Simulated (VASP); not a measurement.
**BN: single point with PBEsol**

Crystal: BN.

```
CELL_PARAMETERS angstrom
-2.54101 0.00000 0.00000
-1.27051 -2.20058 0.00000
-1.58826 -0.91698 12.60989
ATOMIC_POSITIONS crystal
B 0.57122 0.57122 0.22904
B 0.43232 0.43232 0.56238
B 0.29342 0.29342 0.89571
B 0.30734 0.30734 0.06238
B 0.16844 0.16844 0.39571
B 0.02954 0.02954 0.72904
N 0.62324 0.62324 0.10422
N 0.48434 0.48434 0.43756
N 0.34544 0.34544 0.77089
N 0.94265 0.94265 0.93756
N 0.22045 0.22045 0.27089
N 0.08155 0.08155 0.60422
```

This cell differs from its parent crystal: the part above a cut slid along it.

```json
{
 "Program": "VASP 6.6.1",
 "Task": "single point",
 "Functional": "PBEsol",
 "Potentials or basis": "VASP PAW PBE potentials, release 64 (B, N)",
 "Cutoff": "600 eV",
 "k mesh": "10 × 10 × 2",
 "Occupations": "gaussian, width 0.05 eV",
 "Spin": "no spin polarisation",
 "Dipole correction": "no",
 "Further INCAR settings": "ALGO = Normal; EDIFF = 1e-06; NBANDS = 36"
}
```

The pressure is 0.4 GPa. The largest force is 1.388 eV/Å and the band gap on the k mesh is 2.67 eV (least direct gap 3.88 eV).

Forces on the atoms (eV/Å):
```
B    0.148  0.086  0.256
B    0.000  0.000  0.168
B    0.478  0.276  0.020
B   -0.760 -0.439  1.075
B    0.014  0.008  0.168
B    0.002  0.001  0.218
N    0.592  0.342  0.169
N    0.001  0.001 -0.169
N   -0.041 -0.023 -0.463
N   -0.462 -0.267 -1.120
N    0.028  0.016 -0.143
N   -0.002 -0.001 -0.180
```

Stress tensor (GPa, compression positive):
```
-1.27  4.16  1.43
 4.16 -6.07  0.83
 1.43  0.83  8.40
```

Levels at points of the mesh, in eV from the valence-band top:
```
           k point  band 22  band 23  band 24  band 25  band 26  band 27
(0.00, 0.00, 0.00)    -0.18    -0.08     0.00     6.65     7.94     8.15
(0.50, 0.00, 0.00)    -2.85    -2.41    -1.25     2.70     6.26     6.46
(0.50, 0.50, 0.00)    -3.17    -2.37    -2.27     3.74     6.31     6.37
(0.00, 0.00, 0.50)    -0.54    -0.13    -0.11     6.69     7.99     8.10
(0.50, 0.00, 0.50)    -3.13    -2.33    -1.22     2.67     6.27     6.39
(0.50, 0.50, 0.50)    -2.74    -2.40    -2.29     3.74     6.28     6.45
```

Run time: 4.8 min on 1 thread of Oxide Virtual Turin-like Processor (shared host), peak memory 0.24 GiB.

Caveat: the cell differs from its parent crystal (the part above a cut slid along it); the stress differs along the axes, from -6 to 8 GPa; the PAW data sets were made with another functional, which shifts forces and pressure a little. A k mesh can miss the band edges.
